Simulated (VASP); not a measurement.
# ZnS (sol) (P6_3mc) in VASP: notebook

Runs on ZnS (sol). Level: PBEsol. Tasks: single point, relaxation of cell and atoms.

All numbers are computed with VASP 6.6.1; they aren't measurements. Logs are shortened: lines on timing, memory, paths and dates and some standing lists are left out, and cuts for length are marked.

## (1) The cell of the first run

It takes space group P6_3mc (No. 186, hexagonal). Conventional cell: a = 3.782 Å, b = 3.782 Å, c = 6.208 Å, α = 90.00°, β = 90.00°, γ = 120.00°. Zn (site symmetry 3m) has 4 S at 2.23 to 2.67 Å within 2.9 Å. Within 2.9 Å of S (site symmetry 3m) lie 4 Zn at 2.23 to 2.67 Å.

## (2) Single point, PBEsol

INCAR reads:

```
SYSTEM = ZnS
ALGO = Normal ; EDIFF = 1E-6
ENCUT = 520 ; GGA = PS
ISIF = 2 ; ISMEAR = 0
LASPH = .TRUE. ; LCHARG = .FALSE.
LREAL = .FALSE. ; LWAVE = .FALSE.
NBANDS = 26 ; NELM = 60
PREC = Accurate ; SIGMA = 0.01
```

KPOINTS reads:

```
k-points
0
G
  9 9 6
  0 0 0
```

POSCAR reads:

```
ZnS
1.0
    3.7822376623      0.0000000000      0.0000000000
   -1.8911188312      3.2755138987      0.0000000000
    0.0000000000      0.0000000000      6.2081819577
Zn S
2 2
Direct
    0.3333333333      0.6666666667     -0.0278842931
    0.6666666667      0.3333333333      0.4721157069
    0.3333333333      0.6666666667      0.4028842931
    0.6666666667      0.3333333333      0.9028842931
```

Potentials or basis: VASP PAW PBE potentials, release 64 (Zn, S).

Command:

```
cat potpaw_PBE.64/Zn/POTCAR potpaw_PBE.64/S/POTCAR > POTCAR
mpirun -np 1 vasp_std > vasp.out
```

OUTCAR:

```text
SYSTEM = ZnS
   EDIFF = 1E-6
   ENCUT = 520
   GGA = PS
   ISIF = 2
   ISMEAR = 0
   LASPH = .TRUE.
   LREAL = .FALSE.
   NELM = 60
   PREC = Accurate

 ion  position               nearest neighbor table
   1  0.333  0.667  0.972-   4 2.23   4 2.23   4 2.23   3 2.67
   2  0.667  0.333  0.472-   3 2.23   3 2.23   3 2.23   4 2.67
   3  0.333  0.667  0.403-   2 2.23   2 2.23   2 2.23   1 2.67
   4  0.667  0.333  0.903-   1 2.23   1 2.23   1 2.23   2 2.67

  LATTYP: Found a hexagonal cell.
 ALAT       =     3.7822376623
 C/A-ratio  =     1.6414045102

  Lattice vectors:

 A1 = (   3.7822376623,   0.0000000000,   0.0000000000)
 A2 = (  -1.8911188312,   3.2755138987,   0.0000000000)
 A3 = (   0.0000000000,   0.0000000000,   6.2081819577)

Analysis of symmetry for initial positions (statically):
=====================================================================
 Subroutine PRICEL returns:
 Original cell was already a primitive cell.

 Routine SETGRP: Setting up the symmetry group for a
 hexagonal supercell.

 Subroutine GETGRP returns: Found 12 space group operations
 (whereof  6 operations were pure point group operations)
 out of a pool of 24 trial point group operations.

The static configuration has the point symmetry C_3v.
 The point group associated with its full space group is C_6v.

Analysis of symmetry for dynamics (positions and initial velocities):
=====================================================================
 Subroutine PRICEL returns:
 Original cell was already a primitive cell.

 Routine SETGRP: Setting up the symmetry group for a
 hexagonal supercell.

 Subroutine GETGRP returns: Found 12 space group operations
 (whereof  6 operations were pure point group operations)
 out of a pool of 24 trial point group operations.

The dynamic configuration has the point symmetry C_3v.
 The point group associated with its full space group is C_6v.

 Subroutine INISYM returns: Found 12 space group operations
 (whereof  6 operations are pure point group operations),
 and found     1 'primitive' translations

----------------------------------------------------------------------------------------

                                     Primitive cell

  volume of cell :      76.9118

[... 83 lines left out ...]
   PREC   = accura    normal or accurate (medium, high low for compatibility)
   ISTART =      0    job   : 0-new  1-cont  2-samecut
   ICHARG =      2    charge: 1-file 2-atom 10-const
   ISPIN  =      1    spin polarized calculation?
   LNONCOLLINEAR =      F non collinear calculations
   LSORBIT =      F    spin-orbit coupling
   LASPH  =      T    aspherical Exc in radial PAW
   ENCUT  =  520.0 eV  38.22 Ry    6.18 a.u.   7.03  7.03 11.54*2*pi/ulx,y,z
   NELM   =     60;   NELMIN=  2; NELMDL= -5     # of ELM steps
   EDIFF  = 0.1E-05   stopping-criterion for ELM
   LREAL  =      F    real-space projection
   EDIFFG = 0.1E-04   stopping-criterion for IOM
   NSW    =      0    number of steps for IOM
   IBRION =     -1    ionic relax: 0-MD 1-quasi-New 2-CG
   NFREE  =      0    steps in history (QN), initial steepest desc. (CG)
   ISIF   =      2    stress and relaxation
   ISYM   =      2    0-nonsym 1-usesym 2-fastsym
   POTIM  = 0.5000    time-step for ionic-motion
   TEBEG  =    0.0;   TEEND  =   0.0 temperature during run
   PSTRESS=    0.0 pullay stress
   NELECT =      36.0000    total number of electrons
   NUPDOWN=      -1.0000    fix difference up-down
   EMIN   =  10.00;   EMAX   =-10.00  energy-range for DOS
   EFERMI =   0.00;   METHOD = LEGACY
   ISMEAR =     0;   SIGMA  =   0.01  broadening in eV -4-tet -1-fermi 0-gaus
   EFERMI_NEDOS =   21; number of points for ismear=-14 and -15
   IALGO  =     38    algorithm
   IMIX   =      4    mixing-type and parameters
     AMIX     =   0.40;   BMIX     =  1.00
     AMIX_MAG =   1.60;   BMIX_MAG =  1.00
  volume/ion in A,a.u.               =      19.23       129.76
  Fermi-wavevector in a.u.,A,eV,Ry     =   1.271095  2.402022 21.982704  1.615683
  Thomas-Fermi vector in A             =   2.404047
   LORBIT       =      0    0 simple, 1 ext, 2 COOP (PROOUT), +10 PAW based schemes
   GGA     = PS    functional components
   LHFCALC =     F    Hartree Fock is set to
   AEXX    =    0.0000 exact exchange contribution
   IVDW    =     0    specifies the selected vdW correction
   LEPSILON=     F    determine dielectric tensor
   LRPA    =     F    only Hartree local field effects (RPA)
 non-spin polarized calculation
 Gauss-broadening in eV      SIGMA  =   0.01
  energy-cutoff  :      520.00
  volume of cell :       76.91
 maximum number of plane-waves:      2087
   NGX = 15   NGY = 15   NGZ = 23

 number of electron      35.9999993 magnetization

 Free energy of the ion-electron system (eV)
  ---------------------------------------------------
  ext. energy  EPLUGINS =         0.00000000
  ---------------------------------------------------
  free energy    TOTEN  =       -14.73910628 eV

  energy without entropy =      -14.73910628  energy(sigma->0) =      -14.73910628

 E-fermi :   2.3166     XC(G=0):  -9.9466

 val. band max:        2.2184041375   @ k =   0.0000   0.0000   0.0000
 cond. band min:       4.5851676714   @ k =   0.0000   0.0000   0.0000
 fundamental gap:      2.3667635338
 Fermi energy:         2.3165690957

 k-point     1 :       0.0000    0.0000    0.0000
  band No.  band energies     occupation
      1     -11.1773      2.00000
      2     -10.3122      2.00000
      3      -4.4956      2.00000
      4      -4.4956      2.00000
      5      -4.4905      2.00000
      6      -4.4905      2.00000
[... 685 lines left out ...]
     25      12.2568      0.00000
     26      12.4682      0.00000

 [... further k-points ...]
[... 5 lines left out ...]
  --------------------------------------------------------------------------------------
  -------------------------------------------------------------------------------------
  Total        2.8329621      2.8329621     -1.0970134     -0.0000000      0.0000000      0.0000000
  in kB       59.0144884     59.0144884    -22.8522945     -0.0000000      0.0000000      0.0000000
  external PRESSURE =      31.7255607 kB  Pullay stress =       0.0000000 kB

 VOLUME and BASIS-vectors are now :
 -----------------------------------------------------------------------------
  energy-cutoff  :      520.00
  volume of cell :       76.91
      direct lattice vectors                 reciprocal lattice vectors
     3.782237662  0.000000000  0.000000000     0.264393750  0.152647803  0.000000000
    -1.891118831  3.275513899  0.000000000     0.000000000  0.305295606  0.000000000
     0.000000000  0.000000000  6.208181958     0.000000000  0.000000000  0.161077753

 POSITION                                       TOTAL-FORCE (eV/Angst)
 -----------------------------------------------------------------------------------
     -0.00000      2.18368      6.03507        -0.000000     -0.000000      0.853021
      1.89112      1.09184      2.93098        -0.000000      0.000000      0.853021
     -0.00000      2.18368      2.50118        -0.000000      0.000000     -0.853021
      1.89112      1.09184      5.60527         0.000000     -0.000000     -0.853021
 -----------------------------------------------------------------------------------
    total drift:                               -0.000000     -0.000001      0.001750

  FREE ENERGIE OF THE ION-ELECTRON SYSTEM (eV)
  ---------------------------------------------------
  free  energy   TOTEN  =       -14.7391062800 eV

  energy  without entropy=      -14.7391062800  energy(sigma->0) =      -14.73910628
```

OSZICAR:

```text
N       E                     dE             d eps       ncg     rms          rms(c)
DAV:   1     0.245599386285E+03    0.24560E+03   -0.17096E+04  2496   0.168E+03
DAV:   2     0.928419759670E+01   -0.23632E+03   -0.22515E+03  2546   0.351E+02
DAV:   3    -0.150462562475E+02   -0.24330E+02   -0.24095E+02  3050   0.113E+02
DAV:   4    -0.156397332605E+02   -0.59348E+00   -0.59223E+00  2876   0.176E+01
DAV:   5    -0.156490085022E+02   -0.92752E-02   -0.92728E-02  3020   0.220E+00    0.107E+01
DAV:   6    -0.147545557715E+02    0.89445E+00   -0.20181E+00  3326   0.428E+01    0.814E+00
DAV:   7    -0.147502003939E+02    0.43554E-02   -0.13649E+00  2660   0.736E+00    0.350E+00
DAV:   8    -0.147395585333E+02    0.10642E-01   -0.32354E-02  3110   0.162E+00    0.932E-01
DAV:   9    -0.147388706485E+02    0.68788E-03   -0.10359E-02  3384   0.142E+00    0.228E-01
DAV:  10    -0.147389763297E+02   -0.10568E-03   -0.60824E-04  2916   0.351E-01    0.117E-01
DAV:  11    -0.147391030081E+02   -0.12668E-03   -0.18822E-04  2614   0.974E-02    0.414E-02
DAV:  12    -0.147391041922E+02   -0.11841E-05   -0.68840E-06  3052   0.218E-02    0.110E-02
DAV:  13    -0.147391066553E+02   -0.24631E-05   -0.41508E-06  2526   0.211E-02    0.506E-03
DAV:  14    -0.147391062800E+02    0.37529E-06   -0.99862E-07  1630   0.223E-02
   1 F= -.14739106E+02 E0= -.14739106E+02  d E =-.163913E-46
```

Wall time 43 s (1 thread of AMD EPYC 9R45 (Zen 5), shared host); peak memory 0.2 GiB.

What came out:

| Property | Result |
| --- | --- |
| Free energy | -14.7391 eV |
| Pressure | 3.2 GPa |
| Largest force | 0.853 eV/Å |
| Band gap on the k mesh | 2.37 eV, direct |

Forces on the atoms (eV/Å):
```
Zn   0.000  0.000  0.853
Zn   0.000  0.000  0.853
S    0.000  0.000 -0.853
S    0.000  0.000 -0.853
```

Caveat: the PAW data sets were made with another functional, which shifts forces and pressure a little. PBEsol gaps usually lie below the measured ones, often by a third to a half.

## (3) Single point, PBEsol

INCAR reads:

```
  PREC = Accurate
  ENCUT = 520
  EDIFF = 1E-7
  ISMEAR = 0
  SIGMA = 0.01
  LREAL = F
  LASPH = T
  NELM = 80
  ALGO = Normal
  ISIF = 2
  LWAVE = F
  LCHARG = F
  GGA = PS
  NBANDS = 26
```

KPOINTS reads:

```
regular mesh
0
Gamma
  9 9 6
```

POSCAR reads:

```
ZnS
1.0
    3.7822376623      0.0000000000      0.0000000000
   -1.8911188312      3.2755138987      0.0000000000
    0.0000000000      0.0000000000      6.2081819577
Zn S
2 2
Direct
    0.3333333333      0.6666666667     -0.0373249404
    0.6666666667      0.3333333333      0.4626750596
    0.3333333333      0.6666666667      0.4123249404
    0.6666666667      0.3333333333      0.9123249404
```

Potentials or basis: VASP PAW PBE potentials, release 64 (Zn, S).

Command:

```
cat potpaw_PBE.64/Zn/POTCAR potpaw_PBE.64/S/POTCAR > POTCAR
mpirun -np 1 vasp_std > vasp.out
```

It took 45 s on 1 thread of AMD EPYC 9R45 (Zen 5), shared host; peak memory 0.2 GiB.

It converged, with:

| Quantity | Value |
| --- | --- |
| Free energy | -14.5489 eV |
| Pressure | 4.4 GPa |
| Largest force | 0.748 eV/Å |
| Band gap on the k mesh | 2.49 eV, direct |

Forces in eV/Å, atoms in the order of the input:
```
Zn   0.000  0.000  0.748
Zn   0.000  0.000  0.748
S    0.000  0.000 -0.748
S    0.000  0.000 -0.748
```

Stress tensor (GPa, compression positive):
```
 7.49  0.00  0.00
 0.00  7.49  0.00
 0.00  0.00 -1.66
```

Levels at points of the mesh, in eV from the valence-band top:
```
           k point  band 14  band 15  band 16  band 17  band 18  band 19  band 20  band 21  band 22  band 23
(0.00, 0.00, 0.00)    -0.67    -0.67    -0.06    -0.06     0.00     2.49     2.56     6.19     6.19     7.24
(0.00, 0.00, 0.50)    -2.44    -0.37    -0.37    -0.37    -0.37     3.27     3.27     6.52     6.52     6.52
```

Caveat: the PAW data sets were made with another functional, which shifts forces and pressure a little. A hybrid or GW would open this gap; PBEsol tends to underestimate it.

## (4) Single point, PBEsol

INCAR reads:

```
SYSTEM = ZnS
PREC = Accurate
ENCUT = 520
EDIFF = 1E-6
ISMEAR = 0
SIGMA = 0.01
LREAL = .False.
LASPH = .True.
NELM = 80
ALGO = Normal
ISIF = 2
LWAVE = .False.
LCHARG = .True.
GGA = PS
LELF = .True.
LVHAR = .True.
NBANDS = 26
```

KPOINTS reads:

```
regular mesh
0
Gamma
  9 9 6
  0 0 0
```

POSCAR reads:

```
ZnS
1.0
    3.7822376623      0.0000000000      0.0000000000
   -1.8911188312      3.2755138987      0.0000000000
    0.0000000000      0.0000000000      6.2081819577
Zn S
2 2
Direct
    0.3333333333      0.6666666667     -0.0467655878
    0.6666666667      0.3333333333      0.4532344122
    0.3333333333      0.6666666667      0.4217655878
    0.6666666667      0.3333333333      0.9217655878
```

Command:

```
cat potpaw_PBE.64/Zn/POTCAR potpaw_PBE.64/S/POTCAR > POTCAR
mpirun -np 1 vasp_std > vasp.out
```

Wall time 39 s (1 thread of AMD EPYC 9R45 (Zen 5), shared host); peak memory 0.2 GiB.

Results (log left out):

```
Free energy            : -14.3979 eV
Pressure               : 5.4 GPa
Largest force          : 0.524 eV/Å
Band gap on the k mesh : 2.56 eV, indirect (the least direct gap lies 3.3 meV higher)
```

Forces in eV/Å, atoms in the order of the input:
```
Zn   0.000  0.000  0.524
Zn   0.000  0.000  0.524
S    0.000  0.000 -0.524
S    0.000  0.000 -0.524
```

Stress tensor (GPa, compression positive):
```
 8.67  0.00  0.00
 0.00  8.67  0.00
 0.00  0.00 -1.07
```

Levels at points of the mesh, in eV from the valence-band top:
```csv
k point,band 15,band 16,band 17,band 18,band 19,band 20,band 21,band 22
"(0.00, 0.00, 0.00)",-0.60,-0.02,-0.02,0.00,2.56,2.59,6.23,6.23
"(0.00, 0.00, 0.50)",-0.32,-0.32,-0.32,-0.32,3.29,3.29,6.55,6.55
```

Caveat: the PAW data sets were made with another functional, which shifts forces and pressure a little. A k mesh can miss the band edges.

## (5) Relaxation of cell and atoms, PBEsol

This run uses another cell than the first one, of 19.81 Å³/atom, 1.030 times its volume.

INCAR reads:

```
  PREC = Accurate
  ENCUT = 600
  EDIFF = 1E-6
  ISMEAR = 0
  SIGMA = 0.02
  LREAL = False
  LASPH = True
  NELM = 80
  ALGO = Normal
  ISIF = 3
  LWAVE = False
  LCHARG = False
  GGA = PS
  IBRION = 2
  NSW = 100
  EDIFFG = -0.002
```

KPOINTS reads:

```
Automatic mesh
0
Gamma
  9 9 6
```

POSCAR reads:

```
ZnS
1.0
    3.8230000000      0.0000000000      0.0000000000
   -1.9115000000      3.3108151187      0.0000000000
    0.0000000000      0.0000000000      6.2610000000
Zn S
2 2
Direct
    0.3333333333      0.6666666667      0.0000000000
    0.6666666667      0.3333333333      0.5000000000
    0.3333333333      0.6666666667      0.3750000000
    0.6666666667      0.3333333333      0.8750000000
```

Command:

```
cat potpaw_PBE.64/Zn/POTCAR potpaw_PBE.64/S/POTCAR > POTCAR
mpirun -np 1 vasp_std > vasp.out
```

It took 7.4 min on 1 thread of Intel Xeon Platinum 8488C (Sapphire Rapids), shared host; peak memory 0.28 GiB.

Results (log left out):

| Quantity | Value |
| --- | --- |
| Free energy | -15.1682 eV |
| Relaxed volume | 19.28 Å³/atom |
| Relaxed cell | a = 3.785 Å, b = 3.785 Å, c = 6.214 Å, α = 90.00°, β = 90.00°, γ = 120.00° |
| Space group after relaxing (to 0.05 Å) | P6_3mc (No. 186) |
| Energy gained by relaxing | 3.5 meV/atom |
| Ionic steps | 14 |
| Pressure after relaxing | 0.0 GPa |
| Band gap on the k mesh | 2.15 eV, direct |

The path:
```tsv
step	energy change (eV)	largest force (eV/Å)	pressure (GPa)	volume (Å³)
1	0.0000	0.0093	-2.04	79.25
2	-0.0123	0.0155	0.77	76.39
3	-0.0140	0.0138	-0.01	77.11
4	-0.0140	0.0139	0.05	77.06
5	-0.0140	0.0097	0.00	77.13
6	-0.0140	0.0049	-0.07	77.20
7	-0.0140	0.0059	-0.09	77.18
8	-0.0140	0.0077	-0.03	77.16
9	-0.0140	0.0067	-0.08	77.17
10	-0.0140	0.0034	0.00	77.14
11	-0.0140	0.0018	-0.05	77.13
12	-0.0140	0.0007	0.02	77.11
13	-0.0140	0.0003	-0.02	77.12
14	-0.0140	0.0010	-0.01	77.12
```

Final structure:
```yaml
crystal:
  lattice:
    - [3.78550, 0.00000, 0.00000]
    - [-1.89275, 3.27834, 0.00000]
    - [0.00000, 0.00000, 6.21415]
  atoms:
    - { symbol: Zn, position: [0.33333, 0.66667, 0.00042] }
    - { symbol: Zn, position: [0.66667, 0.33333, 0.50042] }
    - { symbol: S, position: [0.33333, 0.66667, 0.37458] }
    - { symbol: S, position: [0.66667, 0.33333, 0.87458] }
```

Levels at points of the mesh, in eV from the valence-band top:
| k point | band 15 | band 16 | band 17 | band 18 | band 19 | band 20 | band 21 | band 22 |
| --- | --- | --- | --- | --- | --- | --- | --- | --- |
| (0.00, 0.00, 0.00) | -0.93 | -0.09 | 0.00 | 0.00 | 2.15 | 3.02 | 6.21 | 6.21 |
| (0.00, 0.00, 0.50) | -0.49 | -0.49 | -0.49 | -0.49 | 3.50 | 3.50 | 6.67 | 6.67 |

Caveat: the PAW data sets were made with another functional, which shifts forces and pressure a little.
